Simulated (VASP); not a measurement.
Input of a VASP 6.6.1 run:

INCAR

```
PREC = Accurate
ENCUT = 500
EDIFF = 1E-6
ISMEAR = -1
SIGMA = 0.1
LREAL = False
LASPH = True
NELM = 120
ALGO = Normal
ISIF = 2
LWAVE = False
LCHARG = False
GGA = PE
NBANDS = 22
GGA_COMPAT = False
```

File KPOINTS:

```
Automatic mesh
0
Gamma
  12 12 12
```

File POSCAR:

```
Re
1.0
    0.0000000000      2.7781294758      2.7781294758
    2.7781294758      0.0000000000      2.7781294758
    2.7781294758      2.7781294758      0.0000000000
Re
2
Direct
   -0.1250000000     -0.1250000000     -0.1250000000
    0.1250000000      0.1250000000      0.1250000000
```

Potentials or basis: VASP PAW PBE potentials, release 64 (Re_sv_GW).

Launch:

```sh
$ cat potpaw_PBE.64/Re_sv_GW/POTCAR > POTCAR
$ mpirun -np 1 vasp_std > vasp.out
```

**Question.** Predict the pressure.

**Answer.** 8.5 GPa.

**Question.** What does it give for the band gap on the k mesh?

**Answer.** Zero (band 15 reaches 8.10 eV, above the bottom of band 16 at 6.57 eV).

Caveat: spin-orbit coupling is left out, which moves the levels of the heavy elements.
